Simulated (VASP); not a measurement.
# AlN in VASP: further runs

The runs below take AlN through single point, relaxation of the atoms, with LDA.

Everything below comes from runs of VASP 6.6.1. Logs are shortened: lines on timing, memory, paths and dates and some standing lists are left out, and cuts for length are marked.

## (1) The cell of the first run

The cell holds a slab with vacuum, 8 atoms: a = 3.089 Å, b = 3.089 Å, c = 21.998 Å, α = 90.00°, β = 90.00°, γ = 120.00°.

## (2) Single point, LDA

The input, INCAR:

```
SYSTEM = AlN
ALGO     = Normal         ! electronic algorithm
DIPOL    = 0.5 0.5 0.500
EDIFF    = 1E-7           ! SCF threshold, eV
ENCUT    = 520            ! plane-wave cutoff, eV
GGA      = CA             ! functional
IDIPOL   = 3            
ISIF     = 2              ! what is computed and relaxed
ISMEAR   = 0              ! smearing method
LASPH    = .TRUE.         ! aspherical terms in the spheres
LCHARG   = .FALSE.        ! write CHGCAR
LDIPOL   = .TRUE.       
LREAL    = .FALSE.        ! projectors in reciprocal space
LWAVE    = .FALSE.        ! write WAVECAR
NBANDS   = 26             ! bands
NELM     = 80             ! most SCF steps
PREC     = Accurate       ! precision mode
SIGMA    = 0.05           ! smearing width, eV
```

The input, KPOINTS:

```
k-points
0
G
  9 9 1
  0 0 0
```

The input, POSCAR:

```
AlN
1.0
    3.0886572978      0.0000000000      0.0000000000
   -1.5443286489      2.6748556835      0.0000000000
    0.0000000000      0.0000000000     21.9978751052
N Al
4 4
Direct
    0.3333333333      0.6666666667      0.3182125531
    0.6666666667      0.3333333333      0.4305648949
    0.3333333333      0.6666666667      0.5453401563
    0.6666666667      0.3333333333      0.6562733193
    0.6666666667      0.3333333333      0.3447304216
    0.3333333333      0.6666666667      0.4570827634
    0.6666666667      0.3333333333      0.5670626869
    0.3333333333      0.6666666667      0.6792357114
```

Potentials or basis: VASP PAW LDA potentials, release 64 (N, Al).

On the command line:

```bash
$ cat potpaw_LDA.64/N/POTCAR potpaw_LDA.64/Al/POTCAR > POTCAR
$ mpirun -np 1 vasp_std > vasp.out
```

OUTCAR:

```text
SYSTEM = AlN
   EDIFF = 1E-7
   ENCUT = 520
   GGA = CA
   ISIF = 2
   ISMEAR = 0
   LASPH = .TRUE.
   LREAL = .FALSE.
   NELM = 80
   PREC = Accurate

 ion  position               nearest neighbor table
   1  0.333  0.667  0.318-   5 1.88   5 1.88   5 1.88
   2  0.667  0.333  0.431-   6 1.88   6 1.88   6 1.88   5 1.89
   3  0.333  0.667  0.545-   7 1.85   7 1.85   7 1.85   6 1.94
   4  0.667  0.333  0.656-   8 1.85   8 1.85   8 1.85   7 1.96
   5  0.667  0.333  0.345-   1 1.88   1 1.88   1 1.88   2 1.89   6 3.05   6 3.05   6 3.05
   6  0.333  0.667  0.457-   2 1.88   2 1.88   2 1.88   3 1.94   7 3.01   7 3.01   7 3.01   5 3.05
                             5 3.05   5 3.05
   7  0.667  0.333  0.567-   3 1.85   3 1.85   3 1.85   4 1.96   6 3.01   6 3.01   6 3.01   8 3.04
                             8 3.04   8 3.04
   8  0.333  0.667  0.679-   4 1.85   4 1.85   4 1.85   7 3.04   7 3.04   7 3.04

  LATTYP: Found a hexagonal cell.
 ALAT       =     3.0886572978
 C/A-ratio  =     7.1221482295

  Lattice vectors:

 A1 = (   3.0886572978,   0.0000000000,   0.0000000000)
 A2 = (  -1.5443286489,   2.6748556835,   0.0000000000)
 A3 = (   0.0000000000,   0.0000000000,  21.9978751052)

Analysis of symmetry for initial positions (statically):
=====================================================================
 Subroutine PRICEL returns:
 Original cell was already a primitive cell.

 Routine SETGRP: Setting up the symmetry group for a
 hexagonal supercell.

 Subroutine GETGRP returns: Found  6 space group operations
 (whereof  6 operations were pure point group operations)
 out of a pool of 24 trial point group operations.

The static configuration has the point symmetry C_3v.

Analysis of symmetry for dynamics (positions and initial velocities):
=====================================================================
 Subroutine PRICEL returns:
 Original cell was already a primitive cell.

 Routine SETGRP: Setting up the symmetry group for a
 hexagonal supercell.

 Subroutine GETGRP returns: Found  6 space group operations
 (whereof  6 operations were pure point group operations)
 out of a pool of 24 trial point group operations.

The dynamic configuration has the point symmetry C_3v.

 Subroutine INISYM returns: Found  6 space group operations
 (whereof  6 operations are pure point group operations),
 and found     1 'primitive' translations

----------------------------------------------------------------------------------------

                                     Primitive cell

  volume of cell :     181.7401

  direct lattice vectors                    reciprocal lattice vectors
     3.088657298  0.000000000  0.000000000     0.323765282  0.186925973  0.000000000
    -1.544328649  2.674855684  0.000000000     0.000000000  0.373851945  0.000000000
     0.000000000  0.000000000 21.997875105     0.000000000  0.000000000  0.045458936

  length of vectors
     3.088657298  3.088657298 21.997875105     0.373851945  0.373851945  0.045458936

  position of ions in fractional coordinates (direct lattice)
     0.333333333  0.666666667  0.318212553
     0.666666667  0.333333333  0.430564895
     0.333333333  0.666666667  0.545340156
     0.666666667  0.333333333  0.656273319
     0.666666667  0.333333333  0.344730422
     0.333333333  0.666666667  0.457082763
     0.666666667  0.333333333  0.567062687
     0.333333333  0.666666667  0.679235711

  ion indices of the primitive-cell ions
   primitive index   ion index
                 1           1
                 2           2
                 3           3
                 4           4
                 5           5
                 6           6
                 7           7
                 8           8

----------------------------------------------------------------------------------------

 KPOINTS: k-points

Automatic generation of k-mesh.
 Grid dimensions read from file:
 generate k-points for:    9    9    1

 Generating k-lattice:

  Cartesian coordinates                     Fractional coordinates (reciprocal lattice)
     0.035973920  0.020769553  0.000000000     0.111111111  0.000000000  0.000000000
     0.000000000  0.041539105  0.000000000     0.000000000  0.111111111  0.000000000
     0.000000000  0.000000000  0.045458936     0.000000000  0.000000000  1.000000000

  Length of vectors
     0.041539105  0.041539105  0.045458936

  Shift w.r.t. Gamma in fractional coordinates (k-lattice)
     0.000000000  0.000000000  0.000000000

 Subroutine IBZKPT returns following result:
 ===========================================

 Found     12 irreducible k-points:

 Following reciprocal coordinates:
            Coordinates               Weight
  0.000000  0.000000  0.000000      1.000000
  0.111111 -0.000000  0.000000      6.000000
  0.222222 -0.000000  0.000000      6.000000
  0.333333 -0.000000  0.000000      6.000000
  0.444444 -0.000000  0.000000      6.000000
  0.111111  0.111111  0.000000      6.000000
  0.222222  0.111111  0.000000     12.000000
  0.333333  0.111111  0.000000     12.000000
  0.444444  0.111111  0.000000      6.000000
  0.222222  0.222222  0.000000      6.000000
  0.333333  0.222222  0.000000     12.000000
  0.333333  0.333333  0.000000      2.000000
   k-points           NKPTS =     12   k-points in BZ     NKDIM =     12   number of bands    NBANDS=     26
   number of dos      NEDOS =    301   number of ions     NIONS =      8
   total plane-waves  NPLWV =  96768
   dimension x,y,z NGX =    24 NGY =   24 NGZ =  168
   dimension x,y,z NGXF=    48 NGYF=   48 NGZF=  336
   ions per type =               4   4
   NGX,Y,Z   is equivalent  to a cutoff of  12.92, 12.92, 12.70 a.u.
   NGXF,Y,Z  is equivalent  to a cutoff of  25.84, 25.84, 25.39 a.u.
 SYSTEM =  AlN
   PREC   = accura    normal or accurate (medium, high low for compatibility)
   ISTART =      0    job   : 0-new  1-cont  2-samecut
   ICHARG =      2    charge: 1-file 2-atom 10-const
   ISPIN  =      1    spin polarized calculation?
   LNONCOLLINEAR =      F non collinear calculations
   LSORBIT =      F    spin-orbit coupling
   LASPH  =      T    aspherical Exc in radial PAW
   ENCUT  =  520.0 eV  38.22 Ry    6.18 a.u.   5.74  5.74 40.90*2*pi/ulx,y,z
   NELM   =     80;   NELMIN=  2; NELMDL= -5     # of ELM steps
   EDIFF  = 0.1E-06   stopping-criterion for ELM
   LREAL  =      F    real-space projection
   EDIFFG = 0.1E-05   stopping-criterion for IOM
   NSW    =      0    number of steps for IOM
   IBRION =     -1    ionic relax: 0-MD 1-quasi-New 2-CG
   NFREE  =      0    steps in history (QN), initial steepest desc. (CG)
   ISIF   =      2    stress and relaxation
   ISYM   =      2    0-nonsym 1-usesym 2-fastsym
   POTIM  = 0.5000    time-step for ionic-motion
   TEBEG  =    0.0;   TEEND  =   0.0 temperature during run
   PSTRESS=    0.0 pullay stress
   NELECT =      32.0000    total number of electrons
   NUPDOWN=      -1.0000    fix difference up-down
   EMIN   =  10.00;   EMAX   =-10.00  energy-range for DOS
   EFERMI =   0.00;   METHOD = LEGACY
   ISMEAR =     0;   SIGMA  =   0.05  broadening in eV -4-tet -1-fermi 0-gaus
   EFERMI_NEDOS =   21; number of points for ismear=-14 and -15
   IALGO  =     38    algorithm
   IMIX   =      4    mixing-type and parameters
     AMIX     =   0.40;   BMIX     =  1.00
     AMIX_MAG =   1.60;   BMIX_MAG =  1.00
  volume/ion in A,a.u.               =      22.72       153.31
  Fermi-wavevector in a.u.,A,eV,Ry     =   0.917574  1.733964 11.455323  0.841943
  Thomas-Fermi vector in A             =   2.042559
   LORBIT       =      0    0 simple, 1 ext, 2 COOP (PROOUT), +10 PAW based schemes
   GGA     = CA    functional components
   LHFCALC =     F    Hartree Fock is set to
   AEXX    =    0.0000 exact exchange contribution
   IVDW    =     0    specifies the selected vdW correction
   LEPSILON=     F    determine dielectric tensor
   LRPA    =     F    only Hartree local field effects (RPA)
 non-spin polarized calculation
 Gauss-broadening in eV      SIGMA  =   0.05
  energy-cutoff  :      520.00
  volume of cell :      181.74
 maximum number of plane-waves:      4916
 NGX is ok and might be reduce to    24
   NGX = 11   NGY = 11   NGZ = 81

 dipolmoment           0.000000      0.000000      0.240015 electrons x Angstroem

 number of electron      32.0000000 magnetization

 dipolmoment           0.000000      0.000000     -0.174905 electrons x Angstroem

 Free energy of the ion-electron system (eV)
  ---------------------------------------------------
  ext. energy  EPLUGINS =         0.00000000
  ---------------------------------------------------
  free energy    TOTEN  =       -61.48572026 eV

  energy without entropy =      -61.47834622  energy(sigma->0) =      -61.48203324

 E-fermi :   0.3200     XC(G=0):  -5.9879

 val. band max:        0.2884896655   @ k =   0.2222   0.2222   0.0000
 cond. band min:       0.3356013735   @ k =   0.1111  -0.0000   0.0000
 fundamental gap:      0.0471117079
 Fermi energy:         0.3200194852

 k-point     1 :       0.0000    0.0000    0.0000
  band No.  band energies     occupation
      1     -17.6149      2.00000
      2     -16.4772      2.00000
      3     -15.1805      2.00000
      4     -12.7511      2.00000
      5      -7.9671      2.00000
      6      -5.8800      2.00000
[... 18 lines left out ...]
     25       8.3023      0.00000
     26       8.3927      0.00000

 k-point     2 :       0.1111   -0.0000    0.0000
  band No.  band energies     occupation
      1     -17.4603      2.00000
      2     -16.3423      2.00000
      3     -15.0484      2.00000
      4     -12.6247      2.00000
      5      -7.8014      2.00000
      6      -5.8679      2.00000
[... 18 lines left out ...]
     25       7.8476      0.00000
     26       8.3950      0.00000

 k-point     3 :       0.2222   -0.0000    0.0000
  band No.  band energies     occupation
      1     -17.0257      2.00000
      2     -15.9748      2.00000
      3     -14.6864      2.00000
      4     -12.2814      2.00000
      5      -7.3545      2.00000
      6      -6.3943      2.00000
[... 18 lines left out ...]
     25       7.6224      0.00000
     26       8.3080      0.00000

 k-point     4 :       0.3333   -0.0000    0.0000
  band No.  band energies     occupation
      1     -16.4193      2.00000
      2     -15.5073      2.00000
      3     -14.2133      2.00000
      4     -11.8424      2.00000
      5      -7.6313      2.00000
      6      -7.1368      2.00000
[... 18 lines left out ...]
     25       8.0553      0.00000
     26       8.5652      0.00000
[... 148 lines left out ...]
      1     -16.1171      2.00000
      2     -15.2949      2.00000
      3     -13.9869      2.00000
      4     -11.6356      2.00000
      5      -7.5866      2.00000
      6      -7.1548      2.00000
[... 18 lines left out ...]
     25       7.9001      0.00000
     26       8.4153      0.00000

 k-point    11 :       0.3333    0.2222    0.0000
  band No.  band energies     occupation
      1     -15.6936      2.00000
      2     -15.0536      2.00000
      3     -13.6998      2.00000
      4     -11.3814      2.00000
      5      -7.9874      2.00000
      6      -7.3882      2.00000
[... 18 lines left out ...]
     25       8.2485      0.00000
     26       8.5425      0.00000

 k-point    12 :       0.3333    0.3333    0.0000
  band No.  band energies     occupation
      1     -15.5392      2.00000
      2     -14.9757      2.00000
      3     -13.5969      2.00000
      4     -11.2902      2.00000
      5      -7.4917      2.00000
      6      -7.4644      2.00000
[... 18 lines left out ...]
     25       8.4039      0.00000
     26       9.2564      0.00000

------------------------ aborting loop because EDIFF is reached ----------------------------------------

 vacuum level on the upper side and lower side of the slab       (xc-potential included)        -2.063         1.740

  FORCE on cell =-STRESS in cart. coord.  units (eV):
  Direction    XX          YY          ZZ          XY          YZ          ZX
  --------------------------------------------------------------------------------------
  -------------------------------------------------------------------------------------
  Total        0.2664623      0.2664623     -0.7236470     -0.0000000      0.0000000      0.0000000
  in kB        2.3490675      2.3490675     -6.3794982     -0.0000000      0.0000000      0.0000000
  external PRESSURE =      -0.5604544 kB  Pullay stress =       0.0000000 kB

 VOLUME and BASIS-vectors are now :
 -----------------------------------------------------------------------------
  energy-cutoff  :      520.00
  volume of cell :      181.74
      direct lattice vectors                 reciprocal lattice vectors
     3.088657298  0.000000000  0.000000000     0.323765282  0.186925973  0.000000000
    -1.544328649  2.674855684  0.000000000     0.000000000  0.373851945  0.000000000
     0.000000000  0.000000000 21.997875105     0.000000000  0.000000000  0.045458936

 POSITION                                       TOTAL-FORCE (eV/Angst)
 -----------------------------------------------------------------------------------
     -0.00000      1.78324      7.00000        -0.000000      0.000000      2.089574
      1.54433      0.89162      9.47151         0.000000      0.000000      2.022955
     -0.00000      1.78324     11.99632         0.000000     -0.000000     -0.023441
      1.54433      0.89162     14.43662         0.000000      0.000000     -0.011950
      1.54433      0.89162      7.58334        -0.000000     -0.000000     -2.732791
     -0.00000      1.78324     10.05485        -0.000000      0.000000     -1.399954
      1.54433      0.89162     12.47417        -0.000000     -0.000000      0.020325
     -0.00000      1.78324     14.94174        -0.000000      0.000000      0.035283
 -----------------------------------------------------------------------------------
    total drift:                               -0.000000     -0.000000      0.001232

  FREE ENERGIE OF THE ION-ELECTRON SYSTEM (eV)
  ---------------------------------------------------
  free  energy   TOTEN  =       -61.4857202578 eV

  energy  without entropy=      -61.4783462196  energy(sigma->0) =      -61.48203324

 vacuum level on the upper side and lower side of the slab         4.344         8.241
```

Wall time 3.9 min (1 thread of Intel Xeon 8259CL, shared host); peak memory 0.25 GiB.

What came out:

```
Free energy            : -61.4857 eV
Largest force          : 2.733 eV/Å
Band gap on the k mesh : zero (bands 16 and 17 overlap by 0.36 eV)
```

Forces in eV/Å, atoms in the order of the input:
```
N    0.000  0.000  2.090
N    0.000  0.000  2.023
N    0.000  0.000 -0.023
N    0.000  0.000 -0.012
Al   0.000  0.000 -2.733
Al   0.000  0.000 -1.400
Al   0.000  0.000  0.020
Al   0.000  0.000  0.035
```

(Part 1 of 3 ends here.)
